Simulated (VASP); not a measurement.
# Ba2Hf2O (P-3m1) in VASP: further runs

Ba2Hf2O is run at these levels: PBE; tasks: single point, relaxation of cell and atoms.

All numbers are computed with VASP 6.6.1; they aren't measurements. Logs are shortened: lines on timing, memory, paths and dates and some standing lists are left out, and cuts for length are marked.

## (1) The cell of the first run

Symmetry: P-3m1, No. 164, trigonal system. Conventional cell: a = 3.539 Å, b = 3.539 Å, c = 12.372 Å, α = 90.00°, β = 90.00°, γ = 120.00°. Within 3.5 Å of Ba (site symmetry 3m) lie 3 O at 2.64 Å. Within 4.0 Å of Hf (site symmetry 3m) lie 9 Hf at 3.04 to 3.54 Å and 3 Ba at 3.96 Å. O (site symmetry -3m) has 6 Ba at 2.64 Å within 3.5 Å.

## (2) Single point, PBE

INCAR reads:

```
SYSTEM = Ba2Hf2O
PREC     = Accurate       ! precision mode
ENCUT    = 520            ! plane-wave cutoff, eV
EDIFF    = 1E-6           ! SCF threshold, eV
ISMEAR   = 0              ! smearing method
SIGMA    = 0.1            ! smearing width, eV
LREAL    = .False.        ! projectors in reciprocal space
LASPH    = .True.         ! aspherical terms in the spheres
NELM     = 60             ! most SCF steps
ALGO     = Normal         ! electronic algorithm
ISIF     = 2              ! what is computed and relaxed
LWAVE    = .False.        ! write WAVECAR
LCHARG   = .True.         ! write CHGCAR
GGA      = PE             ! functional
LELF     = .True.         ! ELF
LVHAR    = .True.       
NBANDS   = 31             ! bands
```

KPOINTS reads:

```
Automatic mesh
0
Gamma
  6 6 2
  0 0 0
```

POSCAR reads:

```
Ba2Hf2O
1.0
    3.5389540034     -0.0000000022      0.0000000000
   -1.7694769998      3.0648240709      0.0000000000
    0.0000000000      0.0000000000     12.3720458852
Ba Hf O
2 2 1
Direct
    0.3333333333      0.6666666667      0.1351105933
    0.6666666667      0.3333333333      0.8648894067
    0.3333333333      0.6666666667      0.5910080450
    0.6666666667      0.3333333333      0.4089919550
    0.0000000000      0.0000000000      0.0000000000
```

Potentials or basis: VASP PAW PBE potentials, release 64 (Ba_sv, Hf_pv, O).

On the command line:

```bash
$ cat potpaw_PBE.64/Ba_sv/POTCAR potpaw_PBE.64/Hf_pv/POTCAR potpaw_PBE.64/O/POTCAR > POTCAR
$ mpirun -np 1 vasp_std > vasp.out
```

OUTCAR:

```text
SYSTEM = Ba2Hf2O
   PREC = Accurate
   ENCUT = 520
   EDIFF = 1E-6
   ISMEAR = 0
   LREAL = .False.
   LASPH = .True.
   NELM = 60
   ISIF = 2
   GGA = PE

 ion  position               nearest neighbor table
   1  0.333  0.667  0.135-   5 2.64   5 2.64   5 2.64   2 3.92   2 3.92   2 3.92   4 3.96   4 3.96
                             4 3.96
   2  0.667  0.333  0.865-   5 2.64   5 2.64   5 2.64   1 3.92   1 3.92   1 3.92   3 3.96   3 3.96
                             3 3.96
   3  0.333  0.667  0.591-   4 3.04   4 3.04   4 3.04   2 3.96   2 3.96   2 3.96
   4  0.667  0.333  0.409-   3 3.04   3 3.04   3 3.04   1 3.96   1 3.96   1 3.96
   5  0.000  0.000  0.000-   1 2.64   2 2.64   2 2.64   1 2.64   2 2.64   1 2.64

  LATTYP: Found a hexagonal cell.
 ALAT       =     3.5389540034
 C/A-ratio  =     3.4959612002

  Lattice vectors:

 A1 = (   3.5389540034,  -0.0000000022,   0.0000000000)
 A2 = (  -1.7694769998,   3.0648240709,   0.0000000000)
 A3 = (   0.0000000000,   0.0000000000,  12.3720458852)

Analysis of symmetry for initial positions (statically):
=====================================================================
 Subroutine PRICEL returns:
 Original cell was already a primitive cell.

 Routine SETGRP: Setting up the symmetry group for a
 hexagonal supercell.

 Subroutine GETGRP returns: Found 12 space group operations
 (whereof 12 operations were pure point group operations)
 out of a pool of 24 trial point group operations.

The static configuration has the point symmetry D_3d.

Analysis of symmetry for dynamics (positions and initial velocities):
=====================================================================
 Subroutine PRICEL returns:
 Original cell was already a primitive cell.

 Routine SETGRP: Setting up the symmetry group for a
 hexagonal supercell.

 Subroutine GETGRP returns: Found 12 space group operations
 (whereof 12 operations were pure point group operations)
 out of a pool of 24 trial point group operations.

The dynamic configuration has the point symmetry D_3d.

 Subroutine INISYM returns: Found 12 space group operations
 (whereof 12 operations are pure point group operations),
 and found     1 'primitive' translations

----------------------------------------------------------------------------------------

                                     Primitive cell

  volume of cell :     134.1906

  direct lattice vectors                    reciprocal lattice vectors
     3.538954003 -0.000000002  0.000000000     0.282569369  0.163141501  0.000000000
    -1.769477000  3.064824071  0.000000000     0.000000000  0.326283003  0.000000000
     0.000000000  0.000000000 12.372045885     0.000000000  0.000000000  0.080827376

  length of vectors
     3.538954003  3.538954003 12.372045885     0.326283003  0.326283003  0.080827376

  position of ions in fractional coordinates (direct lattice)
     0.333333333  0.666666667  0.135110593
     0.666666667  0.333333333  0.864889407
     0.333333333  0.666666667  0.591008045
     0.666666667  0.333333333  0.408991955
     0.000000000  0.000000000  0.000000000

  ion indices of the primitive-cell ions
   primitive index   ion index
                 1           1
                 2           2
                 3           3
                 4           4
                 5           5

----------------------------------------------------------------------------------------

 KPOINTS: Automatic mesh

Automatic generation of k-mesh.
 Grid dimensions read from file:
 generate k-points for:    6    6    2

 Generating k-lattice:

  Cartesian coordinates                     Fractional coordinates (reciprocal lattice)
     0.047094895  0.027190250  0.000000000     0.166666667  0.000000000  0.000000000
     0.000000000  0.054380500  0.000000000     0.000000000  0.166666667  0.000000000
     0.000000000  0.000000000  0.040413688     0.000000000  0.000000000  0.500000000

  Length of vectors
     0.054380500  0.054380500  0.040413688

  Shift w.r.t. Gamma in fractional coordinates (k-lattice)
     0.000000000  0.000000000  0.000000000

 Subroutine IBZKPT returns following result:
 ===========================================

 Found     14 irreducible k-points:

 Following reciprocal coordinates:
            Coordinates               Weight
  0.000000  0.000000  0.000000      1.000000
  0.166667  0.000000  0.000000      6.000000
  0.333333 -0.000000  0.000000      6.000000
  0.500000  0.000000  0.000000      3.000000
  0.166667  0.166667  0.000000      6.000000
  0.333333  0.166667  0.000000     12.000000
  0.333333  0.333333  0.000000      2.000000
  0.000000  0.000000  0.500000      1.000000
  0.166667  0.000000  0.500000      6.000000
  0.333333 -0.000000  0.500000      6.000000
  0.500000  0.000000  0.500000      3.000000
  0.166667  0.166667  0.500000      6.000000
  0.333333  0.166667  0.500000     12.000000
  0.333333  0.333333  0.500000      2.000000
   k-points           NKPTS =     14   k-points in BZ     NKDIM =     14   number of bands    NBANDS=     31
   number of dos      NEDOS =    301   number of ions     NIONS =      5
   total plane-waves  NPLWV =  75264
   dimension x,y,z NGX =    28 NGY =   28 NGZ =   96
   dimension x,y,z NGXF=    56 NGYF=   56 NGZF=  192
   ions per type =               2   2   1
   NGX,Y,Z   is equivalent  to a cutoff of  13.15, 13.15, 12.90 a.u.
   NGXF,Y,Z  is equivalent  to a cutoff of  26.31, 26.31, 25.80 a.u.
 SYSTEM =  Ba2Hf2O
   PREC   = accura    normal or accurate (medium, high low for compatibility)
   ISTART =      0    job   : 0-new  1-cont  2-samecut
   ICHARG =      2    charge: 1-file 2-atom 10-const
   ISPIN  =      1    spin polarized calculation?
   LNONCOLLINEAR =      F non collinear calculations
   LSORBIT =      F    spin-orbit coupling
   LASPH  =      T    aspherical Exc in radial PAW
   ENCUT  =  520.0 eV  38.22 Ry    6.18 a.u.   6.58  6.58 23.00*2*pi/ulx,y,z
   NELM   =     60;   NELMIN=  2; NELMDL= -5     # of ELM steps
   EDIFF  = 0.1E-05   stopping-criterion for ELM
   LREAL  =      F    real-space projection
   EDIFFG = 0.1E-04   stopping-criterion for IOM
   NSW    =      0    number of steps for IOM
   IBRION =     -1    ionic relax: 0-MD 1-quasi-New 2-CG
   NFREE  =      0    steps in history (QN), initial steepest desc. (CG)
   ISIF   =      2    stress and relaxation
   ISYM   =      2    0-nonsym 1-usesym 2-fastsym
   POTIM  = 0.5000    time-step for ionic-motion
   TEBEG  =    0.0;   TEEND  =   0.0 temperature during run
   PSTRESS=    0.0 pullay stress
   NELECT =      46.0000    total number of electrons
   NUPDOWN=      -1.0000    fix difference up-down
   EMIN   =  10.00;   EMAX   =-10.00  energy-range for DOS
   EFERMI =   0.00;   METHOD = LEGACY
   ISMEAR =     0;   SIGMA  =   0.10  broadening in eV -4-tet -1-fermi 0-gaus
   EFERMI_NEDOS =   21; number of points for ismear=-14 and -15
   IALGO  =     38    algorithm
   IMIX   =      4    mixing-type and parameters
     AMIX     =   0.40;   BMIX     =  1.00
     AMIX_MAG =   1.60;   BMIX_MAG =  1.00
  volume/ion in A,a.u.               =      26.84       181.11
  Fermi-wavevector in a.u.,A,eV,Ry     =   1.145742  2.165138 17.860700  1.312724
  Thomas-Fermi vector in A             =   2.282429
   LORBIT       =      0    0 simple, 1 ext, 2 COOP (PROOUT), +10 PAW based schemes
   GGA     = PE    functional components
   LHFCALC =     F    Hartree Fock is set to
   AEXX    =    0.0000 exact exchange contribution
   IVDW    =     0    specifies the selected vdW correction
   LEPSILON=     F    determine dielectric tensor
   LRPA    =     F    only Hartree local field effects (RPA)
 non-spin polarized calculation
 Gauss-broadening in eV      SIGMA  =   0.10
  energy-cutoff  :      520.00
  volume of cell :      134.19
 maximum number of plane-waves:      3682
 NGX is ok and might be reduce to    28
   NGX = 13   NGY = 13   NGZ = 47

 number of electron      46.0000007 magnetization

 Free energy of the ion-electron system (eV)
  ---------------------------------------------------
  ext. energy  EPLUGINS =         0.00000000
  ---------------------------------------------------
  free energy    TOTEN  =       -31.16717523 eV

  energy without entropy =      -31.15020680  energy(sigma->0) =      -31.15869102

 E-fermi :   3.9798     XC(G=0):  -9.8710

 val. band max:        3.9168979349   @ k =   0.3333   0.3333   0.0000
 cond. band min:       4.0291729081   @ k =   0.3333  -0.0000   0.0000
 fundamental gap:      0.1122749732
 Fermi energy:         3.9798387277

 k-point     1 :       0.0000    0.0000    0.0000
  band No.  band energies     occupation
      1     -27.3697      2.00000
      2     -27.0678      2.00000
      3     -27.0678      2.00000
      4     -26.9427      2.00000
      5     -26.9427      2.00000
      6     -26.9351      2.00000
[... 23 lines left out ...]
     30       6.4270      0.00000
     31       6.4270      0.00000

 k-point     2 :       0.1667    0.0000    0.0000
  band No.  band energies     occupation
      1     -27.3566      2.00000
      2     -27.1453      2.00000
      3     -27.0879      2.00000
      4     -26.9769      2.00000
      5     -26.9457      2.00000
      6     -26.9193      2.00000
[... 23 lines left out ...]
     30       6.1290      0.00000
     31       6.3658      0.00000

 k-point     3 :       0.3333   -0.0000    0.0000
  band No.  band energies     occupation
      1     -27.3420      2.00000
      2     -27.2681      2.00000
      3     -27.1256      2.00000
      4     -27.0177      2.00000
      5     -26.9544      2.00000
      6     -26.9331      2.00000
[... 23 lines left out ...]
     30       6.5225      0.00000
     31       7.4629      0.00000

 k-point     4 :       0.5000    0.0000    0.0000
  band No.  band energies     occupation
      1     -27.3366      2.00000
      2     -27.3322      2.00000
      3     -27.1434      2.00000
      4     -27.0073      2.00000
      5     -26.9650      2.00000
      6     -26.9597      2.00000
[... 295 lines left out ...]
     30       6.0478      0.00000
     31       6.5488      0.00000

 k-point    13 :       0.3333    0.1667    0.5000
  band No.  band energies     occupation
      1     -27.3318      2.00000
      2     -27.2981      2.00000
      3     -27.1850      2.00000
      4     -27.0077      2.00000
      5     -26.9770      2.00000
      6     -26.9457      2.00000
[... 23 lines left out ...]
     30       6.8190      0.00000
     31       7.5786      0.00000

 k-point    14 :       0.3333    0.3333    0.5000
  band No.  band energies     occupation
      1     -27.3006      2.00000
      2     -27.3006      2.00000
      3     -27.2458      2.00000
      4     -27.0268      2.00000
      5     -26.9621      2.00000
      6     -26.9621      2.00000
[... 23 lines left out ...]
     30       6.4827      0.00000
     31       6.5026      0.00000

------------------------ aborting loop because EDIFF is reached ----------------------------------------

  FORCE on cell =-STRESS in cart. coord.  units (eV):
  Direction    XX          YY          ZZ          XY          YZ          ZX
  --------------------------------------------------------------------------------------
  -------------------------------------------------------------------------------------
  Total        0.8099342      0.8099342      0.7365424     -0.0000000      0.0000000      0.0000000
  in kB        9.6702644      9.6702644      8.7939982     -0.0000000      0.0000000      0.0000000
  external PRESSURE =       9.3781757 kB  Pullay stress =       0.0000000 kB

 VOLUME and BASIS-vectors are now :
 -----------------------------------------------------------------------------
  energy-cutoff  :      520.00
  volume of cell :      134.19
      direct lattice vectors                 reciprocal lattice vectors
     3.538954003 -0.000000002  0.000000000     0.282569369  0.163141501  0.000000000
    -1.769477000  3.064824071  0.000000000     0.000000000  0.326283003  0.000000000
     0.000000000  0.000000000 12.372045885     0.000000000  0.000000000  0.080827376

 POSITION                                       TOTAL-FORCE (eV/Angst)
 -----------------------------------------------------------------------------------
      0.00000      2.04322      1.67159        -0.000000      0.000000      0.190037
      1.76948      1.02161     10.70045         0.000000     -0.000000     -0.190037
      0.00000      2.04322      7.31198         0.000000     -0.000000     -0.078473
      1.76948      1.02161      5.06007        -0.000000      0.000000      0.078473
      0.00000      0.00000      0.00000        -0.000000      0.000000      0.000000
 -----------------------------------------------------------------------------------
    total drift:                               -0.000000      0.000000      0.000000

  FREE ENERGIE OF THE ION-ELECTRON SYSTEM (eV)
  ---------------------------------------------------
  free  energy   TOTEN  =       -31.1671752308 eV

  energy  without entropy=      -31.1502068028  energy(sigma->0) =      -31.15869102
```

It took 77 s on 1 thread of Intel Xeon Platinum 8259CL at 2.50GHz (Skylake/Cascade Lake), shared host; peak memory 0.29 GiB.

Results:

```yaml
Free_energy: -31.1672 eV
Pressure: 0.9 GPa
Largest_force: 0.190 eV/Å
Band_gap_on_the_k_mesh: zero (band 23 reaches 4.39 eV, above the bottom of band 24 at 3.74 eV)
```

Forces on the atoms (eV/Å):
```
Ba   0.000  0.000  0.190
Ba   0.000  0.000 -0.190
Hf   0.000  0.000 -0.078
Hf   0.000  0.000  0.078
O    0.000  0.000  0.000
```

Caveat: spin-orbit coupling is left out, which moves the levels of the heavy elements.

## (3) Single point, PBE

This run uses another cell than the first one, of 28.26 Å³/atom, 1.053 times its volume.

INCAR reads:

```
PREC = Accurate
ENCUT = 520
EDIFF = 1E-7
ISMEAR = 0
SIGMA = 0.1
LREAL = F
LASPH = T
NELM = 80
ALGO = Normal
ISIF = 2
LWAVE = F
LCHARG = F
GGA = PE
NBANDS = 31
```

KPOINTS reads:

```
regular mesh
0
Gamma
  6 6 2
```

POSCAR reads:

```
Ba2Hf2O
1.0
    4.5620118300      0.0000000000      0.0000000000
   -2.2810059100      3.9508181300      0.0000000000
    0.0000000000      0.0000000000      7.8402681400
Ba Hf O
2 2 1
Direct
    0.3333333300      0.6666666700      0.2621699900
    0.6666666700      0.3333333300      0.7378300100
    0.3333333300      0.6666666700      0.6293000000
    0.6666666700      0.3333333300      0.3707000000
    0.0000000000      0.0000000000      0.0000000000
```

Potentials or basis: VASP PAW PBE potentials, release 64 (Ba_sv, Hf_pv, O).

On the command line:

```bash
$ cat potpaw_PBE.64/Ba_sv/POTCAR potpaw_PBE.64/Hf_pv/POTCAR potpaw_PBE.64/O/POTCAR > POTCAR
$ mpirun -np 1 vasp_std > vasp.out
```

Wall time 98 s (1 thread of Intel Xeon Platinum 8259CL at 2.50GHz (Skylake/Cascade Lake), shared host); peak memory 0.29 GiB.

Results (log left out):

```yaml
Free_energy: -20.5821 eV
Pressure: 7.0 GPa
Largest_force: 5.509 eV/Å
Band_gap_on_the_k_mesh: zero (band 23 reaches 2.71 eV, above the bottom of band 24 at 2.60 eV)
```

Forces on the atoms (eV/Å):
```
Ba   0.000  0.000 -5.509
Ba   0.000  0.000  5.509
Hf   0.000  0.000 -1.987
Hf   0.000  0.000  1.987
O    0.000  0.000  0.000
```

Stress tensor (GPa, compression positive):
```
7.98 0.00 0.00
0.00 7.98 0.00
0.00 0.00 5.18
```

Levels at points of the mesh, in eV from the Fermi level:
```
           k point  band 19  band 20  band 21  band 22  band 23  band 24  band 25  band 26  band 27  band 28
(0.00, 0.00, 0.00)    -1.55    -1.27    -1.27    -0.02     0.03     0.03     0.33     1.01     1.01     1.09
(0.50, 0.00, 0.00)    -1.72    -1.71    -0.87    -0.77    -0.10     0.08     0.17     0.55     0.80     1.46
(0.00, 0.00, 0.50)    -1.14    -1.10    -1.10    -1.01    -0.07    -0.07     0.70     0.70     0.87     1.12
(0.50, 0.00, 0.50)    -1.30    -1.27    -1.13    -0.76    -0.58     0.10     0.21     0.56     0.95     1.26
```

Caveat: the k points lie up to 0.40 Å⁻¹ apart; spin-orbit coupling is left out, which moves the levels of the heavy elements; forces of over 1 eV/Å act on the atoms, so gaps and moduli don't describe the material at rest.

## (4) Relaxation of cell and atoms, PBE

This run uses another cell than the first one, of 28.26 Å³/atom, 1.053 times its volume.

INCAR reads:

```
SYSTEM = Ba2Hf2O
  PREC = Accurate
  ENCUT = 600
  EDIFF = 1E-7
  ISMEAR = 0
  SIGMA = 0.1
  LREAL = .FALSE.
  LASPH = .TRUE.
  NELM = 80
  ALGO = Normal
  ISIF = 3
  LWAVE = .FALSE.
  LCHARG = .FALSE.
  GGA = PE
  IBRION = 2
  NSW = 90
  EDIFFG = -0.04
```

KPOINTS reads:

```
regular mesh
0
G
  6 6 2
  0 0 0
```

POSCAR is that of step 3.

On the command line:

```bash
$ cat potpaw_PBE.64/Ba_sv/POTCAR potpaw_PBE.64/Hf_pv/POTCAR potpaw_PBE.64/O/POTCAR > POTCAR
$ mpirun -np 1 vasp_std > vasp.out
```

Wall time 24 min (1 thread of Intel Xeon Platinum 8259CL at 2.50GHz (Skylake/Cascade Lake), shared host); peak memory 0.34 GiB.

It converged, with:

| Item | Value |
| --- | --- |
| Free energy | -30.8977 eV |
| Relaxed volume | 26.59 Å³/atom |
| Relaxed cell | a = 3.595 Å, b = 3.595 Å, c = 11.877 Å, α = 90.00°, β = 90.00°, γ = 120.00° |
| Space group after relaxing (to 0.05 Å) | P-3m1 (No. 164) |
| Energy gained by relaxing | 2062.8 meV/atom |
| Ionic steps | 22 |
| Pressure after relaxing | 0.0 GPa |
| Largest force after relaxing | 0.028 eV/Å |
| Band gap on the k mesh | zero (band 23 reaches 4.59 eV, above the bottom of band 24 at 3.78 eV) |

Forces in eV/Å, atoms in the order of the input:
```
Ba   0.000  0.000  0.016
Ba   0.000  0.000 -0.016
Hf   0.000  0.000 -0.028
Hf   0.000  0.000  0.028
O    0.000  0.000  0.000
```

The path:
```csv
step,energy change (eV),largest force (eV/Å),pressure (GPa),volume (Å³)
1,0.0000,5.5091,7.03,141.31
2,-2.8675,2.8994,-2.96,168.19
3,-3.6475,2.5323,-5.59,194.19
4,-6.3011,1.3831,-4.30,170.78
5,-7.4399,0.3280,-0.34,151.94
6,-7.4525,0.4766,0.40,149.87
7,-7.9099,1.3201,2.50,145.64
8,-7.9095,1.3368,2.54,145.57
9,-8.4387,0.8417,-1.62,158.04
10,-8.5885,0.5879,-4.29,167.89
11,-8.9216,0.6185,-4.97,165.41
12,-9.3878,1.6056,-7.09,155.55
13,-9.3624,1.0475,-6.48,159.36
14,-9.9882,1.2293,-3.12,140.54
15,-10.0849,1.2970,-0.88,132.82
16,-10.0875,1.3095,-0.36,131.29
17,-10.1798,0.9296,0.30,130.70
18,-10.2494,0.4426,1.76,129.55
19,-10.3022,0.0714,0.01,133.45
20,-10.3039,0.0283,-0.35,134.31
21,-10.3117,0.0216,-0.16,133.59
22,-10.3140,0.0281,0.03,132.95
```

Final structure:
```yaml
crystal:
  lattice:
    - [3.59526, 0.00000, 0.00000]
    - [-1.79763, 3.11359, 0.00000]
    - [0.00000, 0.00000, 11.87667]
  atoms:
    - { symbol: Ba, position: [0.33333, 0.66667, 0.13931] }
    - { symbol: Ba, position: [0.66667, 0.33333, 0.86069] }
    - { symbol: Hf, position: [0.33333, 0.66667, 0.59144] }
    - { symbol: Hf, position: [0.66667, 0.33333, 0.40856] }
    - { symbol: O, position: [0.00000, 0.00000, 0.00000] }
```

Levels at points of the mesh, in eV from the Fermi level:
```
           k point  band 21  band 22  band 23  band 24  band 25  band 26
(0.00, 0.00, 0.00)    -0.88    -0.68     0.56     0.56     0.59     0.59
(0.50, 0.00, 0.00)    -1.30    -0.88    -0.29    -0.24     0.49     0.59
(0.00, 0.00, 0.50)    -1.22    -0.06     0.54     0.57     0.57     0.59
(0.50, 0.00, 0.50)    -1.16    -0.93    -0.40    -0.09     0.57     0.75
```

Caveat: the k points lie up to 0.34 Å⁻¹ apart in the final cell; spin-orbit coupling is left out, which moves the levels of the heavy elements.

(Part 1 of 2 ends here.)
